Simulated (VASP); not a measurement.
Input of a VASP 6.6.1 run:

File INCAR:

```
SYSTEM = NaF
PREC = Accurate ; ENCUT = 520
EDIFF = 1E-6 ; ISMEAR = 0
SIGMA = 0.05 ; LREAL = .FALSE.
LASPH = .TRUE. ; NELM = 60
ALGO = Normal ; ISIF = 2
LWAVE = .FALSE. ; LCHARG = .TRUE.
GGA = CA ; LELF = .TRUE.
LVHAR = .TRUE. ; NBANDS = 14
```

Contents of KPOINTS:

```
regular mesh
0
G
  8 8 8
  0 0 0
```

The input POSCAR:

```
NaF
1.0
    0.0000000000      2.4394650000      2.2071350000
    2.4394650000      0.0000000000      2.2071350000
    2.4394650000      2.4394650000      0.0000000000
Na F
1 1
Direct
    0.0000000000      0.0000000000      0.0000000000
    0.5000000000      0.5000000000      0.5000000000
```

Potentials or basis: VASP PAW LDA potentials, release 64 (Na_pv, F).

The run is started by

```bash
$ cat potpaw_LDA.64/Na_pv/POTCAR potpaw_LDA.64/F/POTCAR > POTCAR
$ mpirun -np 1 vasp_std > vasp.out
```

Estimate the band gap on the k mesh.

5.66 eV.

Estimate the pressure.

-5.2 GPa.

Stress tensor (GPa, compression positive):
```
-7.29  0.00  0.00
 0.00 -7.29  0.00
 0.00  0.00 -0.99
```

Caveat: the cell differs from its parent crystal (strain +0.050 along x and y, -0.050 along z); the cell stands under tension.
